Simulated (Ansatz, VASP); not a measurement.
## One calculation of Cu, two programs

```
Cu
1.0
     2.53050    0.00000    0.00000
    -1.26525    2.19148    0.00000
     0.00000    0.00000    4.21245
Cu
2
Direct
  0.33333 0.66667 0.25000
  0.66667 0.33333 0.75000
```

Change from the starting cell: strain along c alone, the other axes held, atoms relaxed: +2.0 %.

Alike in both runs: task single point; functional r2SCAN; k mesh 24 × 24 × 12; occupations gaussian, width 0.1 eV; no spin polarisation.

|  | VASP | Ansatz |
| --- | --- | --- |
| version | VASP 6.6.1 | Ansatz 0.2.0 |
| potentials or method | VASP PAW PBE potentials, release 64 (Cu), cutoff 520 eV | scalar-relativistic, plane waves, PAW |
| valence electrons in the cell | 22 | 38 |

```csv
,VASP,Ansatz,Ansatz less VASP
gap on the k mesh at the Fermi level (eV),none,none,-
pressure (GPa),-2.2,-3.0,-0.77
"traceless stress, the component that is largest in VASP (GPa)",-1.95,-1.97,-0.015
```

VASP's potentials were made for PBE, not for r2SCAN. A gap of «none» marks a metal or a gap that the smearing closes. VASP's potentials hold 22 valence electrons a cell and Ansatz's 38, so a difference there can come from the potentials and not from the codes.
